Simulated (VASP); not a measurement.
# AlSi5 (P1) in VASP: single point with PBE

Aim: the single point of AlSi5 with PBE.

Everything below comes from runs of VASP 6.6.1. Logs are shortened: lines on timing, memory, paths and dates and some standing lists are left out, and cuts for length are marked.

## (1) The cell of the first run

The typed cell holds 12 atoms: a = 4.788 Å, b = 4.980 Å, c = 7.972 Å, α = 90.02°, β = 90.00°, γ = 90.00°.

## (2) Single point, PBE

INCAR

```
SYSTEM = AlSi5
PREC     = Accurate       ! precision mode
ENCUT    = 520            ! plane-wave cutoff, eV
EDIFF    = 1E-6           ! SCF threshold, eV
ISMEAR   = 0              ! smearing method
SIGMA    = 0.1            ! smearing width, eV
LREAL    = .FALSE.        ! projectors in reciprocal space
LASPH    = .TRUE.         ! aspherical terms in the spheres
NELM     = 60             ! most SCF steps
ALGO     = Normal         ! electronic algorithm
ISIF     = 2              ! what is computed and relaxed
LWAVE    = .FALSE.        ! write WAVECAR
LCHARG   = .FALSE.        ! write CHGCAR
GGA      = PE             ! functional
NBANDS   = 35             ! bands
```

KPOINTS

```
regular mesh
0
G
  4 4 2
  0 0 0
```

POSCAR

```
AlSi5
1.0
    4.7881534522      0.0062534924      0.0223321841
   -0.0070481563      4.9773244862      0.1583966953
   -0.0361559117     -0.2559042922      7.9676937102
Al Si
2 10
Direct
   -0.0000732966      0.4999195115      0.0575987265
    0.4999403538      0.5000676242      0.6089264027
    0.9999242982      0.4999818996      0.7212247453
    0.4999856905      0.5000818526      0.2694842765
    0.4999870354      0.4998875631      0.9453346635
   -0.0000101034      0.5000447966      0.3970531239
    0.5000455735     -0.0001182599      0.8808597186
    0.9999921911      1.0001117699      0.4506597268
    1.0000786127      0.9999635562      0.7859236507
    0.0000617279      0.9999487441      0.1230470985
    0.5000047287      0.0000227296      0.5437687715
    0.5000631881      0.0000882127      0.2161190957
```

Potentials or basis: VASP PAW PBE potentials, release 64 (Al, Si).

On the command line:

```
> cat potpaw_PBE.64/Al/POTCAR potpaw_PBE.64/Si/POTCAR > POTCAR
> mpirun -np 1 vasp_std > vasp.out
```

OUTCAR:

```text
SYSTEM = AlSi5
   PREC = Accurate
   ENCUT = 520
   EDIFF = 1E-6
   ISMEAR = 0
   LREAL = .FALSE.
   LASPH = .TRUE.
   NELM = 60
   ISIF = 2
   GGA = PE

 ion  position               nearest neighbor table
   1  1.000  0.500  0.058-  10 2.54  10 2.54   5 2.56   5 2.56   3 2.68   6 2.71   4 2.93   4 2.93

   2  0.500  0.500  0.609-  11 2.54  11 2.54   3 2.56   3 2.56   5 2.68   4 2.71   6 2.93   6 2.93

   3  1.000  0.500  0.721-   9 2.54   9 2.54   2 2.56   2 2.56   6 2.58   1 2.68   5 2.99   5 2.99

   4  0.500  0.500  0.269-  12 2.53  12 2.53   5 2.58   6 2.60   6 2.60   2 2.71   1 2.93   1 2.93

   5  0.500  0.500  0.945-   7 2.54   7 2.54   1 2.56   1 2.56   4 2.58   2 2.68   3 2.99   3 2.99

   6  1.000  0.500  0.397-   8 2.53   8 2.53   3 2.58   4 2.60   4 2.60   1 2.71   2 2.93   2 2.93

   7  0.500  1.000  0.881-   9 2.51   9 2.51   5 2.54   5 2.54  12 2.67  11 2.69  10 3.08  10 3.08

   8  1.000  0.000  0.451-  11 2.51  11 2.51   6 2.53   6 2.53  10 2.61   9 2.67  12 3.04  12 3.04

   9  0.000  1.000  0.786-   7 2.51   7 2.51   3 2.54   3 2.54   8 2.67  10 2.69  11 3.08  11 3.08

  10  0.000  1.000  0.123-  12 2.51  12 2.51   1 2.54   1 2.54   8 2.61   9 2.69   7 3.08   7 3.08

  11  0.500  0.000  0.544-   8 2.51   8 2.51   2 2.54   2 2.54  12 2.61   7 2.69   9 3.08   9 3.08

  12  0.500  0.000  0.216-  10 2.51  10 2.51   4 2.53   4 2.53  11 2.61   7 2.67   8 3.04   8 3.04

  LATTYP: Found a triclinic cell.
 ALAT       =     9.2990030284
 B/A-ratio  =     0.5149164486
 C/A-ratio  =     0.5355250668
 COS(alpha) =     0.0000383883
 COS(beta)  =     0.0002661087
 COS(gamma) =     0.5148442282

  Lattice vectors:

 A1 = (  -4.8243093639,  -0.2621577846,   7.9453615261)
 A2 = (  -4.7881534522,  -0.0062534924,  -0.0223321841)
 A3 = (   0.0070481563,  -4.9773244862,  -0.1583966953)

Analysis of symmetry for initial positions (statically):
=====================================================================
 Subroutine PRICEL returns:
 Original cell was already a primitive cell.

 Routine SETGRP: Setting up the symmetry group for a
 triclinic supercell.

 Subroutine GETGRP returns: Found  1 space group operations
 (whereof  1 operations were pure point group operations)
 out of a pool of  2 trial point group operations.

The static configuration has the point symmetry C_1 .

Analysis of symmetry for dynamics (positions and initial velocities):
=====================================================================
 Subroutine PRICEL returns:
 Original cell was already a primitive cell.

 Routine SETGRP: Setting up the symmetry group for a
 triclinic supercell.

 Subroutine GETGRP returns: Found  1 space group operations
 (whereof  1 operations were pure point group operations)
 out of a pool of  2 trial point group operations.

The dynamic configuration has the point symmetry C_1 .

 Subroutine INISYM returns: Found  1 space group operations
 (whereof  1 operations are pure point group operations),
 and found     1 'primitive' translations

----------------------------------------------------------------------------------------

                                     Primitive cell

  volume of cell :     190.0861

  direct lattice vectors                    reciprocal lattice vectors
     4.788153452  0.006253492  0.022332184     0.208843972  0.000265304  0.000956216
    -0.007048156  4.977324486  0.158396695    -0.000292188  0.200705639  0.006444885
    -0.036155912 -0.255904292  7.967693710    -0.000579548 -0.003990745  0.125376029

  length of vectors
     4.788209615  4.979849218  7.971884176     0.208846330  0.200809301  0.125440865

  position of ions in fractional coordinates (direct lattice)
     0.999926703  0.499919512  0.057598726
     0.499940354  0.500067624  0.608926403
     0.999924298  0.499981900  0.721224745
     0.499985690  0.500081853  0.269484277
     0.499987035  0.499887563  0.945334663
     0.999989897  0.500044797  0.397053124
     0.500045574  0.999881740  0.880859719
     0.999992191  0.000111770  0.450659727
     0.000078613  0.999963556  0.785923651
     0.000061728  0.999948744  0.123047099
     0.500004729  0.000022730  0.543768771
     0.500063188  0.000088213  0.216119096

  ion indices of the primitive-cell ions
   primitive index   ion index
                 1           1
                 2           2
                 3           3
                 4           4
                 5           5
                 6           6
                 7           7
                 8           8
                 9           9
                10          10
                11          11
                12          12

----------------------------------------------------------------------------------------

 KPOINTS: regular mesh

Automatic generation of k-mesh.
 Grid dimensions read from file:
 generate k-points for:    4    4    2

 Generating k-lattice:

  Cartesian coordinates                     Fractional coordinates (reciprocal lattice)
     0.052210993  0.000066326  0.000239054     0.250000000  0.000000000  0.000000000
    -0.000073047  0.050176410  0.001611221     0.000000000  0.250000000  0.000000000
    -0.000289774 -0.001995373  0.062688014     0.000000000 -0.000000000  0.500000000

  Length of vectors
     0.052211582  0.050202325  0.062720432

  Shift w.r.t. Gamma in fractional coordinates (k-lattice)
     0.000000000  0.000000000  0.000000000

 Subroutine IBZKPT returns following result:
 ===========================================

 Found     20 irreducible k-points:

 Following reciprocal coordinates:
            Coordinates               Weight
  0.000000  0.000000  0.000000      1.000000
  0.250000 -0.000000  0.000000      2.000000
  0.500000 -0.000000  0.000000      1.000000
 -0.000000  0.250000  0.000000      2.000000
  0.250000  0.250000  0.000000      2.000000
  0.500000  0.250000  0.000000      2.000000
[... 12 lines left out ...]
  0.250000  0.500000  0.500000      2.000000
  0.500000  0.500000  0.500000      1.000000
   k-points           NKPTS =     20   k-points in BZ     NKDIM =     20   number of bands    NBANDS=     35
   number of dos      NEDOS =    301   number of ions     NIONS =     12
   total plane-waves  NPLWV =  86400
   dimension x,y,z NGX =    36 NGY =   40 NGZ =   60
   dimension x,y,z NGXF=    72 NGYF=   80 NGZF=  120
   ions per type =               2  10
   NGX,Y,Z   is equivalent  to a cutoff of  12.50, 13.35, 12.51 a.u.
   NGXF,Y,Z  is equivalent  to a cutoff of  25.00, 26.71, 25.02 a.u.
 SYSTEM =  AlSi5
   PREC   = accura    normal or accurate (medium, high low for compatibility)
   ISTART =      0    job   : 0-new  1-cont  2-samecut
   ICHARG =      2    charge: 1-file 2-atom 10-const
   ISPIN  =      1    spin polarized calculation?
   LNONCOLLINEAR =      F non collinear calculations
   LSORBIT =      F    spin-orbit coupling
   LASPH  =      T    aspherical Exc in radial PAW
   ENCUT  =  520.0 eV  38.22 Ry    6.18 a.u.   8.90  9.26 14.82*2*pi/ulx,y,z
   NELM   =     60;   NELMIN=  2; NELMDL= -5     # of ELM steps
   EDIFF  = 0.1E-05   stopping-criterion for ELM
   LREAL  =      F    real-space projection
   EDIFFG = 0.1E-04   stopping-criterion for IOM
   NSW    =      0    number of steps for IOM
   IBRION =     -1    ionic relax: 0-MD 1-quasi-New 2-CG
   NFREE  =      0    steps in history (QN), initial steepest desc. (CG)
   ISIF   =      2    stress and relaxation
   ISYM   =      2    0-nonsym 1-usesym 2-fastsym
   POTIM  = 0.5000    time-step for ionic-motion
   TEBEG  =    0.0;   TEEND  =   0.0 temperature during run
   PSTRESS=    0.0 pullay stress
   NELECT =      46.0000    total number of electrons
   NUPDOWN=      -1.0000    fix difference up-down
   EMIN   =  10.00;   EMAX   =-10.00  energy-range for DOS
   EFERMI =   0.00;   METHOD = LEGACY
   ISMEAR =     0;   SIGMA  =   0.10  broadening in eV -4-tet -1-fermi 0-gaus
   EFERMI_NEDOS =   21; number of points for ismear=-14 and -15
   IALGO  =     38    algorithm
   IMIX   =      4    mixing-type and parameters
     AMIX     =   0.40;   BMIX     =  1.00
     AMIX_MAG =   1.60;   BMIX_MAG =  1.00
  volume/ion in A,a.u.               =      15.84       106.90
  Fermi-wavevector in a.u.,A,eV,Ry     =   1.020181  1.927863 14.160533  1.040770
  Thomas-Fermi vector in A             =   2.153736
   LORBIT       =      0    0 simple, 1 ext, 2 COOP (PROOUT), +10 PAW based schemes
   GGA     = PE    functional components
   LHFCALC =     F    Hartree Fock is set to
   AEXX    =    0.0000 exact exchange contribution
   IVDW    =     0    specifies the selected vdW correction
   LEPSILON=     F    determine dielectric tensor
   LRPA    =     F    only Hartree local field effects (RPA)
 non-spin polarized calculation
 Gauss-broadening in eV      SIGMA  =   0.10
  energy-cutoff  :      520.00
  volume of cell :      190.09
 maximum number of plane-waves:      5150
   NGX = 17   NGY = 19   NGZ = 29

 number of electron      46.0000004 magnetization

 Free energy of the ion-electron system (eV)
  ---------------------------------------------------
  ext. energy  EPLUGINS =         0.00000000
  ---------------------------------------------------
  free energy    TOTEN  =       -58.73658733 eV

  energy without entropy =      -58.72686346  energy(sigma->0) =      -58.73172540

 E-fermi :   8.7601     XC(G=0): -10.6755

 val. band max:        8.7538349424   @ k =   0.2500   0.5000   0.5000
 cond. band min:       8.9000879737   @ k =   0.2500   0.5000   0.5000
 fundamental gap:      0.1462530312
 Fermi energy:         8.7601012958

 k-point     1 :       0.0000    0.0000    0.0000
  band No.  band energies     occupation
      1      -4.5761      2.00000
      2      -2.5044      2.00000
      3      -2.1631      2.00000
      4       0.2708      2.00000
      5       0.9613      2.00000
      6       2.1679      2.00000
[... 27 lines left out ...]
     34      12.0853      0.00000
     35      12.4300      0.00000

 k-point     2 :       0.2500   -0.0000    0.0000
  band No.  band energies     occupation
      1      -4.1899      2.00000
      2      -2.1217      2.00000
      3      -1.9089      2.00000
      4      -0.9048      2.00000
      5       0.5124      2.00000
      6       0.8514      2.00000
[... 27 lines left out ...]
     34      12.7343      0.00000
     35      13.0279      0.00000

 k-point     3 :       0.5000   -0.0000    0.0000
  band No.  band energies     occupation
      1      -3.0563      2.00000
      2      -3.0561      2.00000
      3      -0.9893      2.00000
      4      -0.9889      2.00000
      5      -0.5237      2.00000
      6      -0.5233      2.00000
[... 27 lines left out ...]
     34      12.6277      0.00000
     35      12.8827      0.00000
[... 571 lines left out ...]
 k-point    19 :       0.2500    0.5000    0.5000
  band No.  band energies     occupation
      1      -2.5232      2.00000
      2      -2.4141      2.00000
      3      -2.0555      2.00000
      4      -1.8014      2.00000
      5       0.5290      2.00000
      6       0.6350      2.00000
[... 27 lines left out ...]
     34      12.6405      0.00000
     35      12.6693      0.00000

 k-point    20 :       0.5000    0.5000    0.5000
  band No.  band energies     occupation
      1      -1.3983      2.00000
      2      -1.3979      2.00000
      3      -1.2245      2.00000
      4      -1.2241      2.00000
      5      -1.2224      2.00000
      6      -1.2216      2.00000
[... 27 lines left out ...]
     34      12.6363      0.00000
     35      12.6429      0.00000

------------------------ aborting loop because EDIFF is reached ----------------------------------------

  FORCE on cell =-STRESS in cart. coord.  units (eV):
  Direction    XX          YY          ZZ          XY          YZ          ZX
  --------------------------------------------------------------------------------------
  -------------------------------------------------------------------------------------
  Total        0.0984712     -0.0303533     -0.2222633     -0.0043560      0.0362398     -0.0079107
  in kB        0.8299837     -0.2558384     -1.8733892     -0.0367153      0.3054544     -0.0666769
  external PRESSURE =      -0.4330813 kB  Pullay stress =       0.0000000 kB

 VOLUME and BASIS-vectors are now :
 -----------------------------------------------------------------------------
  energy-cutoff  :      520.00
  volume of cell :      190.09
      direct lattice vectors                 reciprocal lattice vectors
     4.788153452  0.006253492  0.022332184     0.208843972  0.000265304  0.000956216
    -0.007048156  4.977324486  0.158396695    -0.000292188  0.200705639  0.006444885
    -0.036155912 -0.255904292  7.967693710    -0.000579548 -0.003990745  0.125376029

 POSITION                                       TOTAL-FORCE (eV/Angst)
 -----------------------------------------------------------------------------------
      4.78220      2.47977      0.56045         0.001642     -0.000312      0.019172
      2.36825      2.33630      4.94211         0.000387     -0.000084     -0.017079
      4.75819      2.31026      5.84802         0.000136     -0.001374      0.026447
      2.38074      2.42323      2.23755        -0.000153     -0.000482      0.002904
      2.35631      2.24931      7.62248        -0.000717      0.001637     -0.024768
      4.77022      2.39353      3.26514         0.000030      0.000177     -0.001809
      2.35540      4.75445      7.18797         0.000162      0.000571      0.000440
      4.77182     -0.10852      3.61307         0.000550     -0.001562      0.024192
     -0.03509      4.77602      6.42039        -0.001128      0.000596     -0.001775
     -0.01120      4.94558      1.13879         0.000316      0.000446     -0.016931
      2.37444     -0.13591      4.34375        -0.000522      0.000113      0.014469
      2.38656     -0.05174      1.73315        -0.000702      0.000272     -0.025263
 -----------------------------------------------------------------------------------
    total drift:                               -0.000001     -0.000002     -0.000001

  FREE ENERGIE OF THE ION-ELECTRON SYSTEM (eV)
  ---------------------------------------------------
  free  energy   TOTEN  =       -58.7365873317 eV

  energy  without entropy=      -58.7268634606  energy(sigma->0) =      -58.73172540
```

Wall time 2.3 min (1 thread of AMD EPYC 7R43 (Zen 3), shared host); peak memory 0.27 GiB.

What came out:

```yaml
Free_energy: -58.7366 eV
Pressure: 0.0 GPa
Largest_force: 0.026 eV/Å
Band_gap_on_the_k_mesh: zero (band 23 reaches 9.69 eV, above the bottom of band 24 at 7.47 eV)
```

Forces on the atoms (eV/Å):
```
Al   0.002  0.000  0.019
Al   0.000  0.000 -0.017
Si   0.000 -0.001  0.026
Si   0.000  0.000  0.003
Si  -0.001  0.002 -0.025
Si   0.000  0.000 -0.002
Si   0.000  0.001  0.000
Si   0.001 -0.002  0.024
Si  -0.001  0.001 -0.002
Si   0.000  0.000 -0.017
Si  -0.001  0.000  0.014
Si  -0.001  0.000 -0.025
```

Levels at points of the mesh, in eV from the Fermi level:
```csv
k point,band 21,band 22,band 23,band 24,band 25,band 26,band 27,band 28
"(0.00, 0.00, 0.00)",-1.15,-0.95,-0.71,-0.46,-0.22,-0.15,0.54,0.99
"(0.50, 0.00, 0.00)",-2.59,-2.58,0.38,0.38,1.12,1.12,1.76,1.76
"(0.00, 0.50, 0.00)",-2.30,-1.88,-0.55,-0.40,0.52,0.58,1.05,1.17
"(0.50, 0.50, 0.00)",0.25,0.25,0.26,0.26,2.17,2.17,2.39,2.39
"(0.00, 0.00, 0.50)",-1.87,-1.53,-1.28,-1.20,-1.18,-0.82,0.45,0.56
"(0.50, 0.00, 0.50)",-1.36,-1.36,0.71,0.71,0.85,0.85,1.46,1.47
"(0.00, 0.50, 0.50)",-0.94,-0.56,-0.29,-0.07,0.18,0.19,0.85,1.01
"(0.50, 0.50, 0.50)",0.69,0.69,0.88,0.88,2.34,2.34,2.63,2.63
```

Caveat: the k points lie up to 0.39 Å⁻¹ apart.
